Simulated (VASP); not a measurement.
**Eu: relaxation of cell and atoms with LDA**

The system is Eu.

```
Eu
1.0
     0.00000    2.86695    2.86695
     2.86695    0.00000    2.86695
     2.86695    2.86695    0.00000
Eu
1
Direct
  0.00000 0.00000 0.00000
```

This isn't the form of Eu at room conditions, which is bcc.

* Program: VASP 6.6.1
* Task: relaxation of cell and atoms
* Functional: LDA
* Potentials or basis: VASP PAW PBE potentials, release 64 (Eu)
* Cutoff: 600 eV
* k mesh: 10 × 10 × 10
* Occupations: fermi-dirac, width 0.05 eV
* Spin: collinear spin, ferromagnetic start
* Starting moments: [7.0] μB
* Dipole correction: no
* Further INCAR settings: ALGO = Normal; EDIFF = 1e-06; IBRION = 2; EDIFFG = -0.01; NSW = 80; ISIF = 3

| Property | Result |
| --- | --- |
| Relaxed volume | 34.59 Å³/atom |
| Relaxed cell | a = 3.657 Å, b = 3.657 Å, c = 3.657 Å, α = 60.00°, β = 60.00°, γ = 60.00° |
| Space group after relaxing (to 0.1 Å) | Fm-3m (No. 225) |
| Energy gained by relaxing | 196.3 meV/atom |
| Ionic steps | 14 |
| Pressure after relaxing | 0.0 GPa |
| Net moment | 7.38 μB per cell |
| Site moments | Eu +6.72 μB |
| Valence electrons inside the program's atomic spheres | Eu 14.73 |

Step by step:
| step | energy change (eV) | largest force (eV/Å) | pressure (GPa) | volume (Å³) |
| --- | --- | --- | --- | --- |
| 1 | 0.0000 | 0.0000 | -3.79 | 47.13 |
| 2 | -0.1483 | 0.0000 | -2.44 | 39.92 |
| 3 | -0.1914 | 0.0000 | -0.86 | 36.07 |
| 4 | -0.1963 | 0.0000 | 0.05 | 34.37 |
| 5 | -0.1963 | 0.0000 | -0.09 | 34.60 |
| 6 | -0.1963 | 0.0000 | -0.11 | 34.59 |
| 7 | -0.1963 | 0.0000 | -0.21 | 34.59 |
| 8 | -0.1963 | 0.0000 | -0.10 | 34.59 |
| 9 | -0.1963 | 0.0000 | -0.10 | 34.59 |
| 10 | -0.1963 | 0.0000 | -0.09 | 34.59 |
| 11 | -0.1963 | 0.0000 | -0.09 | 34.59 |
| 12 | -0.1963 | 0.0000 | -0.09 | 34.59 |
| 13 | -0.1963 | 0.0000 | -0.08 | 34.59 |
| 14 | -0.1963 | 0.0000 | -0.04 | 34.59 |

Final structure:
```
CELL_PARAMETERS angstrom
0.00000 2.58599 2.58599
2.58599 0.00000 2.58599
2.58599 2.58599 0.00000
ATOMIC_POSITIONS crystal
Eu 0.00000 0.00000 0.00000
```

Levels at points of the mesh, in eV from the Fermi level:
Spin up:
| k point | band 10 | band 11 | band 12 | band 13 | band 14 | band 15 |
| --- | --- | --- | --- | --- | --- | --- |
| (0.00, 0.00, 0.00) | -0.27 | -0.27 | -0.27 | 1.89 | 1.89 | 1.89 |
| (0.50, 0.00, 0.00) | -0.29 | -0.29 | -0.26 | 1.46 | 1.69 | 1.69 |
| (0.50, 0.50, 0.00) | -0.42 | -0.32 | -0.32 | -0.32 | 2.99 | 6.07 |
Spin down:
| k point | band 1 | band 2 | band 3 | band 4 | band 5 | band 6 | band 7 | band 8 | band 9 | band 10 |
| --- | --- | --- | --- | --- | --- | --- | --- | --- | --- | --- |
| (0.00, 0.00, 0.00) | -38.36 | -17.46 | -17.46 | -17.46 | -3.68 | 2.98 | 2.98 | 2.98 | 3.33 | 3.78 |
| (0.50, 0.00, 0.00) | -38.26 | -18.46 | -17.58 | -17.58 | -1.09 | 2.22 | 2.72 | 2.72 | 3.45 | 3.81 |
| (0.50, 0.50, 0.00) | -38.23 | -18.39 | -17.81 | -17.81 | -1.05 | -0.04 | 3.34 | 3.80 | 3.80 | 3.89 |

Wall time 9 min on 1 thread of AMD EPYC 9R45 96-Core Processor (Zen 5), with other jobs on the host, peak memory 0.22 GiB.

Caveat: the volume moved by over 15 % at a fixed basis, so the end points are rough; the PAW data sets were made with another functional, which shifts forces and pressure a little; spin-orbit coupling is left out, which moves the levels of the heavy elements; semilocal functionals describe open f shells poorly, which spoils levels, moments and volumes. The state reached can hang on the start; a lower one may exist.
